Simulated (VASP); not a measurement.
# P3In3 in VASP: single point with PBE

Aim: the single point of P3In3 with PBE.

Everything below comes from runs of VASP 6.6.1. Logs are shortened: lines on timing, memory, paths and dates and some standing lists are left out, and cuts for length are marked.

**1. The cell of the first run**

The cell holds a cluster in a box, 6 atoms: a = 13.000 Å, b = 13.300 Å, c = 13.600 Å, α = 90.00°, β = 90.00°, γ = 90.00°.

**2. Single point, PBE, collinear spin**

Input file INCAR:

```
SYSTEM = InP
PREC     = Accurate       ! precision mode
ENCUT    = 520            ! plane-wave cutoff, eV
EDIFF    = 1E-6           ! SCF threshold, eV
ISMEAR   = 0              ! smearing method
SIGMA    = 0.05           ! smearing width, eV
LREAL    = .FALSE.        ! projectors in reciprocal space
LASPH    = .TRUE.         ! aspherical terms in the spheres
NELM     = 150            ! most SCF steps
ALGO     = Normal         ! electronic algorithm
ISIF     = 2              ! what is computed and relaxed
LWAVE    = .FALSE.        ! write WAVECAR
LCHARG   = .FALSE.        ! write CHGCAR
ISPIN    = 2              ! spin polarisation
MAGMOM   = 0.4 0.4 0.4 0.4 0.4 0.4 ! initial moments
LORBIT   = 11             ! projections on sites
GGA      = PE             ! functional
NBANDS   = 40             ! bands
```

Input file KPOINTS:

```
Automatic mesh
0
G
  1 1 1
  0 0 0
```

Input file POSCAR:

```
InP
1.0
   13.0000000000      0.0000000000      0.0000000000
    0.0000000000     13.3000000000      0.0000000000
    0.0000000000      0.0000000000     13.6000000000
P In
3 3
Direct
    0.4207018487      0.4211252420      0.6735467437
    0.4132905682      0.6720173863      0.4205483562
    0.6663549464      0.4096947591      0.4116866785
    0.3803475818      0.5484465646      0.5494896195
    0.5586300808      0.3894080121      0.5566232659
    0.5631266324      0.5633260262      0.4008174754
```

Potentials or basis: VASP PAW PBE potentials, release 64 (P, In_d).

Command:

```bash
> cat potpaw_PBE.64/P/POTCAR potpaw_PBE.64/In_d/POTCAR > POTCAR
> mpirun -np 1 vasp_gam > vasp.out
```

OUTCAR:

```text
SYSTEM = InP
   PREC = Accurate
   ENCUT = 520
   EDIFF = 1E-6
   ISMEAR = 0
   LREAL = .FALSE.
   LASPH = .TRUE.
   NELM = 150
   ISIF = 2
   ISPIN = 2
   LORBIT = 11
   GGA = PE

 ion  position               nearest neighbor table
   1  0.421  0.421  0.674-   5 2.43   4 2.45
   2  0.413  0.672  0.421-   6 2.44   4 2.44
   3  0.666  0.410  0.412-   5 2.43   6 2.45
   4  0.380  0.548  0.549-   2 2.44   1 2.45   6 3.13   5 3.14
   5  0.559  0.389  0.557-   3 2.43   1 2.43   6 3.14   4 3.14
   6  0.563  0.563  0.401-   2 2.44   3 2.45   4 3.13   5 3.14

  LATTYP: Found a simple orthorhombic cell.
 ALAT       =    13.0000000000
 B/A-ratio  =     1.0230769231
 C/A-ratio  =     1.0461538462

  Lattice vectors:

 A1 = (  13.0000000000,   0.0000000000,   0.0000000000)
 A2 = (   0.0000000000,  13.3000000000,   0.0000000000)
 A3 = (   0.0000000000,   0.0000000000,  13.6000000000)

Analysis of symmetry for initial positions (statically):
=====================================================================
 Subroutine PRICEL returns:
 Original cell was already a primitive cell.

 Routine SETGRP: Setting up the symmetry group for a
 simple orthorhombic supercell.

 Subroutine GETGRP returns: Found  1 space group operations
 (whereof  1 operations were pure point group operations)
 out of a pool of  8 trial point group operations.

The static configuration has the point symmetry C_1 .

Analysis of symmetry for dynamics (positions and initial velocities):
=====================================================================
 Subroutine PRICEL returns:
 Original cell was already a primitive cell.

 Routine SETGRP: Setting up the symmetry group for a
 simple orthorhombic supercell.

 Subroutine GETGRP returns: Found  1 space group operations
 (whereof  1 operations were pure point group operations)
 out of a pool of  8 trial point group operations.

The dynamic configuration has the point symmetry C_1 .

Analysis of structural, dynamic, and magnetic symmetry:
=====================================================================
 Subroutine PRICEL returns:
 Original cell was already a primitive cell.

 Routine SETGRP: Setting up the symmetry group for a
 simple orthorhombic supercell.

 Subroutine GETGRP returns: Found  1 space group operations
 (whereof  1 operations were pure point group operations)
 out of a pool of  8 trial point group operations.

The overall configuration has the point symmetry C_1 .

 Subroutine INISYM returns: Found  1 space group operations
 (whereof  1 operations are pure point group operations),
 and found     1 'primitive' translations

----------------------------------------------------------------------------------------

                                     Primitive cell

  volume of cell :    2351.4400

  direct lattice vectors                    reciprocal lattice vectors
    13.000000000  0.000000000  0.000000000     0.076923077  0.000000000  0.000000000
     0.000000000 13.300000000  0.000000000     0.000000000  0.075187970  0.000000000
     0.000000000  0.000000000 13.600000000     0.000000000  0.000000000  0.073529412

  length of vectors
    13.000000000 13.300000000 13.600000000     0.076923077  0.075187970  0.073529412

  position of ions in fractional coordinates (direct lattice)
     0.420701849  0.421125242  0.673546744
     0.413290568  0.672017386  0.420548356
     0.666354946  0.409694759  0.411686678
     0.380347582  0.548446565  0.549489620
     0.558630081  0.389408012  0.556623266
     0.563126632  0.563326026  0.400817475

  ion indices of the primitive-cell ions
   primitive index   ion index
                 1           1
                 2           2
                 3           3
                 4           4
                 5           5
                 6           6

----------------------------------------------------------------------------------------

 KPOINTS: Automatic mesh

Automatic generation of k-mesh.
 Grid dimensions read from file:
 generate k-points for:    1    1    1

 Generating k-lattice:

  Cartesian coordinates                     Fractional coordinates (reciprocal lattice)
     0.076923077  0.000000000  0.000000000     1.000000000  0.000000000  0.000000000
     0.000000000  0.075187970  0.000000000     0.000000000  1.000000000  0.000000000
     0.000000000  0.000000000  0.073529412     0.000000000  0.000000000  1.000000000

  Length of vectors
     0.076923077  0.075187970  0.073529412

  Shift w.r.t. Gamma in fractional coordinates (k-lattice)
     0.000000000  0.000000000  0.000000000

 Subroutine IBZKPT returns following result:
 ===========================================

 Found      1 irreducible k-points:

 Following reciprocal coordinates:
            Coordinates               Weight
  0.000000  0.000000  0.000000      1.000000
   k-points           NKPTS =      1   k-points in BZ     NKDIM =      1   number of bands    NBANDS=     40
   number of dos      NEDOS =    301   number of ions     NIONS =      6
   total plane-waves  NPLWV = ******
   dimension x,y,z NGX =    98 NGY =  100 NGZ =  108
   dimension x,y,z NGXF=   196 NGYF=  200 NGZF=  216
   ions per type =               3   3
   NGX,Y,Z   is equivalent  to a cutoff of  12.53, 12.50, 13.20 a.u.
   NGXF,Y,Z  is equivalent  to a cutoff of  25.06, 25.00, 26.40 a.u.
 SYSTEM =  InP
   PREC   = accura    normal or accurate (medium, high low for compatibility)
   ISTART =      0    job   : 0-new  1-cont  2-samecut
   ICHARG =      2    charge: 1-file 2-atom 10-const
   ISPIN  =      2    spin polarized calculation?
   LNONCOLLINEAR =      F non collinear calculations
   LSORBIT =      F    spin-orbit coupling
   LASPH  =      T    aspherical Exc in radial PAW
   ENCUT  =  520.0 eV  38.22 Ry    6.18 a.u.  24.17 24.73 25.29*2*pi/ulx,y,z
   NELM   =    150;   NELMIN=  2; NELMDL= -5     # of ELM steps
   EDIFF  = 0.1E-05   stopping-criterion for ELM
   LREAL  =      F    real-space projection
   EDIFFG = 0.1E-04   stopping-criterion for IOM
   NSW    =      0    number of steps for IOM
   IBRION =     -1    ionic relax: 0-MD 1-quasi-New 2-CG
   NFREE  =      0    steps in history (QN), initial steepest desc. (CG)
   ISIF   =      2    stress and relaxation
   ISYM   =      2    0-nonsym 1-usesym 2-fastsym
   POTIM  = 0.5000    time-step for ionic-motion
   TEBEG  =    0.0;   TEEND  =   0.0 temperature during run
   PSTRESS=    0.0 pullay stress
   NELECT =      54.0000    total number of electrons
   NUPDOWN=      -1.0000    fix difference up-down
   EMIN   =  10.00;   EMAX   =-10.00  energy-range for DOS
   EFERMI =   0.00;   METHOD = LEGACY
   ISMEAR =     0;   SIGMA  =   0.05  broadening in eV -4-tet -1-fermi 0-gaus
   EFERMI_NEDOS =   21; number of points for ismear=-14 and -15
   IALGO  =     38    algorithm
   IMIX   =      4    mixing-type and parameters
     AMIX     =   0.40;   BMIX     =  1.00
     AMIX_MAG =   1.60;   BMIX_MAG =  1.00
  volume/ion in A,a.u.               =     391.91      2644.72
  Fermi-wavevector in a.u.,A,eV,Ry     =   0.465330  0.879347  2.946102  0.216532
  Thomas-Fermi vector in A             =   1.454570
   LORBIT       =     11    0 simple, 1 ext, 2 COOP (PROOUT), +10 PAW based schemes
   GGA     = PE    functional components
   LHFCALC =     F    Hartree Fock is set to
   AEXX    =    0.0000 exact exchange contribution
   IVDW    =     0    specifies the selected vdW correction
   LEPSILON=     F    determine dielectric tensor
   LRPA    =     F    only Hartree local field effects (RPA)
 spin polarized calculation
 Gauss-broadening in eV      SIGMA  =   0.05
  energy-cutoff  :      520.00
  volume of cell :     2351.44
 maximum number of plane-waves:     31662
 NGX is ok and might be reduce to    98
   NGX = 49   NGY = 49   NGZ = 51

 number of electron      53.9999984 magnetization       0.0004279

 number of electron      53.9999984 magnetization      -0.0000514

 Free energy of the ion-electron system (eV)
  ---------------------------------------------------
  ext. energy  EPLUGINS =         0.00000000
  ---------------------------------------------------
  free energy    TOTEN  =       -19.14984964 eV

  energy without entropy =      -19.14984964  energy(sigma->0) =      -19.14984964

 E-fermi :  -4.1765     XC(G=0):  -1.2552

 val. band max:       -4.4279504652   @ k =   0.0000   0.0000   0.0000
 cond. band min:      -3.8881037230   @ k =   0.0000   0.0000   0.0000
 fundamental gap:      0.5398467422
 Fermi energy:        -4.1764822249

 spin component 1

 k-point     1 :       0.0000    0.0000    0.0000
  band No.  band energies     occupation
      1     -19.1603      1.00000
      2     -19.0144      1.00000
      3     -19.0120      1.00000
      4     -19.0004      1.00000
      5     -18.9483      1.00000
      6     -18.8976      1.00000
      7     -18.8775      1.00000
      8     -18.8373      1.00000
      9     -18.8280      1.00000
     10     -18.7415      1.00000
     11     -18.7373      1.00000
     12     -18.6807      1.00000
     13     -18.6768      1.00000
     14     -18.6265      1.00000
     15     -18.6083      1.00000
     16     -13.8707      1.00000
     17     -13.3426      1.00000
     18     -13.3024      1.00000
     19      -8.6345      1.00000
     20      -8.3465      1.00000
     21      -8.3329      1.00000
     22      -5.9006      1.00000
     23      -5.7030      1.00000
     24      -5.6726      1.00000
     25      -5.4127      1.00000
     26      -4.5040      1.00000
     27      -4.4280      1.00000
     28      -3.8881      0.00000
     29      -2.0181      0.00000
     30      -1.9642      0.00000
     31      -1.8715      0.00000
     32      -1.3959      0.00000
     33      -1.0825      0.00000
     34      -1.0459      0.00000
     35      -0.1620      0.00000
     36      -0.1082      0.00000
     37       0.2390      0.00000
     38       0.8587      0.00000
     39       0.8880      0.00000
 Fermi energy:        -4.1764822249

 spin component 2

 k-point     1 :       0.0000    0.0000    0.0000
  band No.  band energies     occupation
      1     -19.1603      1.00000
      2     -19.0144      1.00000
      3     -19.0120      1.00000
      4     -19.0004      1.00000
      5     -18.9483      1.00000
      6     -18.8976      1.00000
      7     -18.8775      1.00000
      8     -18.8373      1.00000
      9     -18.8280      1.00000
     10     -18.7415      1.00000
     11     -18.7373      1.00000
     12     -18.6807      1.00000
     13     -18.6768      1.00000
     14     -18.6265      1.00000
     15     -18.6083      1.00000
     16     -13.8707      1.00000
     17     -13.3426      1.00000
     18     -13.3024      1.00000
     19      -8.6345      1.00000
     20      -8.3465      1.00000
     21      -8.3329      1.00000
     22      -5.9006      1.00000
     23      -5.7030      1.00000
     24      -5.6726      1.00000
     25      -5.4127      1.00000
     26      -4.5040      1.00000
     27      -4.4280      1.00000
     28      -3.8881      0.00000
     29      -2.0181      0.00000
     30      -1.9642      0.00000
     31      -1.8715      0.00000
     32      -1.3959      0.00000
     33      -1.0825      0.00000
     34      -1.0459      0.00000
     35      -0.1623      0.00000
     36      -0.1084      0.00000
     37       0.2363      0.00000
     38       0.8557      0.00000
     39       0.8858      0.00000
 [bands above 39 left out]

------------------------ aborting loop because EDIFF is reached ----------------------------------------

  FORCE on cell =-STRESS in cart. coord.  units (eV):
  Direction    XX          YY          ZZ          XY          YZ          ZX
  --------------------------------------------------------------------------------------
  -------------------------------------------------------------------------------------
  Total       -0.2089632     -0.1238782     -0.1258608      0.0684168     -0.0129161      0.0804734
  in kB       -0.1423792     -0.0844056     -0.0857566      0.0466165     -0.0088005      0.0548313
  external PRESSURE =      -0.1041805 kB  Pullay stress =       0.0000000 kB

 VOLUME and BASIS-vectors are now :
 -----------------------------------------------------------------------------
  energy-cutoff  :      520.00
  volume of cell :     2351.44
      direct lattice vectors                 reciprocal lattice vectors
    13.000000000  0.000000000  0.000000000     0.076923077  0.000000000  0.000000000
     0.000000000 13.300000000  0.000000000     0.000000000  0.075187970  0.000000000
     0.000000000  0.000000000 13.600000000     0.000000000  0.000000000  0.073529412

 POSITION                                       TOTAL-FORCE (eV/Angst)
 -----------------------------------------------------------------------------------
      5.46912      5.60097      9.16024         0.027748     -0.007574     -0.017199
      5.37278      8.93783      5.71946         0.020490     -0.016947      0.002613
      8.66261      5.44894      5.59894        -0.020114      0.020908      0.020921
      4.94452      7.29434      7.47306         0.015879      0.000867     -0.012274
      7.26219      5.17913      7.57008        -0.024929      0.007917      0.002333
      7.32065      7.49224      5.45112        -0.019074     -0.005171      0.003606
 -----------------------------------------------------------------------------------
    total drift:                               -0.000610      0.002731     -0.000203

  FREE ENERGIE OF THE ION-ELECTRON SYSTEM (eV)
  ---------------------------------------------------
  free  energy   TOTEN  =       -19.1498496353 eV

  energy  without entropy=      -19.1498496353  energy(sigma->0) =      -19.14984964

 total charge

# of ion       s       p       d       tot
------------------------------------------
    1        1.101   1.338   0.000   2.439
    2        1.101   1.338   0.000   2.438
    3        1.101   1.337   0.000   2.438
    4        0.951   0.605   9.863  11.419
    5        0.947   0.620   9.862  11.429
    6        0.950   0.606   9.863  11.419
--------------------------------------------------
tot          6.150   5.844  29.588  41.581

 magnetization (x)

# of ion       s       p       d       tot
------------------------------------------
    1        0.000   0.000   0.000   0.000
    2        0.000   0.000   0.000   0.000
    3        0.000   0.000   0.000   0.000
    4       -0.000  -0.000   0.000  -0.000
    5       -0.000  -0.000   0.000  -0.000
    6       -0.000  -0.000   0.000  -0.000
--------------------------------------------------
tot         -0.000   0.000   0.000  -0.000
```

Wall time 8 min (1 thread of Intel Xeon Platinum 8488C (Sapphire Rapids), shared host); peak memory 2.4 GiB.

Results:

```yaml
Free_energy: -19.1498 eV
Largest_force: 0.036 eV/Å
Gap_between_the_frontier_levels: 0.54 eV
Net_moment: 0.00 μB per cell
Valence_electrons_inside_the_program's_atomic_spheres: P 2.44; In 11.42, 11.43 (each value once)
```

Forces on the atoms (eV/Å):
```
P    0.028 -0.008 -0.017
P    0.020 -0.017  0.003
P   -0.020  0.021  0.021
In   0.016  0.001 -0.012
In  -0.025  0.008  0.002
In  -0.019 -0.005  0.004
```

Levels at points of the mesh, in eV from the valence-band top:
Spin up:
```csv
k point,band 23,band 24,band 25,band 26,band 27,band 28,band 29,band 30,band 31,band 32
"(0.00, 0.00, 0.00)",-1.28,-1.24,-0.98,-0.08,0.00,0.54,2.41,2.46,2.56,3.03
```
Spin down:
| k point | band 23 | band 24 | band 25 | band 26 | band 27 | band 28 | band 29 | band 30 | band 31 | band 32 |
| --- | --- | --- | --- | --- | --- | --- | --- | --- | --- | --- |
| (0.00, 0.00, 0.00) | -1.28 | -1.24 | -0.98 | -0.08 | 0.00 | 0.54 | 2.41 | 2.46 | 2.56 | 3.03 |

Caveat: spin-orbit coupling is left out, which moves the levels of the heavy elements.
